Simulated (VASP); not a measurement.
Set up this calculation in VASP 6.6.1, as the native input.

```yaml
Task: single point
Functional: PBE
Potentials_or_basis: VASP PAW PBE potentials, release 64 (Al, Au)
Cutoff: 520 eV
k_mesh: 12 × 12 × 12
Occupations: gaussian, width 0.1 eV
Spin: no spin polarisation
Dipole_correction: no
Further_INCAR_settings: ALGO = Fast; EDIFF = 1e-06; NBANDS = 16
```

The structure of Al2Au lies in POSCAR:

```
Al2Au
1.0
    0.0000000000      3.0882900000      3.0882900000
    3.0882900000      0.0000000000      3.0882900000
    3.0882900000      3.0882900000      0.0000000000
Al Au
2 1
Direct
    0.2500000000      0.2500000000      0.2500000000
    0.7500000000      0.7500000000      0.7500000000
    0.0000000000      0.0000000000      0.0000000000
```

This cell differs from its parent crystal: strained.

One way to write it, as run:

INCAR

```
SYSTEM = Al2Au
PREC = Accurate
ENCUT = 520
EDIFF = 1E-6
ISMEAR = 0
SIGMA = 0.1
LREAL = .FALSE.
LASPH = .TRUE.
NELM = 60
ALGO = Fast
ISIF = 2
LWAVE = .FALSE.
LCHARG = .FALSE.
GGA = PE
NBANDS = 16
```

KPOINTS

```
Automatic mesh
0
G
  12 12 12
  0 0 0
```

Potentials or basis: VASP PAW PBE potentials, release 64 (Al, Au).

Run with:

```sh
$ cat potpaw_PBE.64/Al/POTCAR potpaw_PBE.64/Au/POTCAR > POTCAR
$ mpirun -np 1 vasp_std > vasp.out
```

Results of the run:

```yaml
Pressure: -5.3 GPa
Band_gap_on_the_k_mesh: zero (an odd number of electrons rules out a gap without spin polarisation)
```

Caveat: the cell differs from its parent crystal (strained); the cell stands under tension; spin-orbit coupling is left out, which moves the levels of the heavy elements.

Wall time 74 s on 1 thread of Intel Xeon 8259CL, on a shared host, peak memory 0.22 GiB.
